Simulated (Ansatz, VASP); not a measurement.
## InAs: VASP beside Ansatz

```
In As
1.0
     0.00000    3.02400    3.02400
     3.02400    0.00000    3.02400
     3.02400    3.02400    0.00000
In As
1 1
Cartesian
  0.0000 0.0000 0.0000
  4.5360 4.5360 4.5360
```

Alike in both runs: task relaxation of cell and atoms; functional PBE; dispersion D3(BJ); k mesh 12 × 12 × 12; occupations gaussian, width 0.1 eV; no spin polarisation.

|  | VASP | Ansatz |
| --- | --- | --- |
| version | VASP 6.6.1 | Ansatz 0.2.0 |
| potentials or method | VASP PAW PBE potentials, release 64 (In_d, As), cutoff 500 eV | scalar-relativistic, plane waves, PAW |
| valence electrons in the cell | 18 | 28 |

|  | VASP | Ansatz | Ansatz less VASP |
| --- | --- | --- | --- |
| gap on the k mesh at the Fermi level, each at its own relaxed structure (eV) | none | none | - |
| relaxed volume (Å³/atom) | 28.56 | 28.54 | -0.015 |
| relaxed cell length with the largest relative difference (Å) | 4.323 | 4.322 | -0.0007 |

A gap of «none» marks a metal or a gap that the smearing closes. VASP's potentials hold 18 valence electrons a cell and Ansatz's 28, so a difference there can come from the potentials and not from the codes.
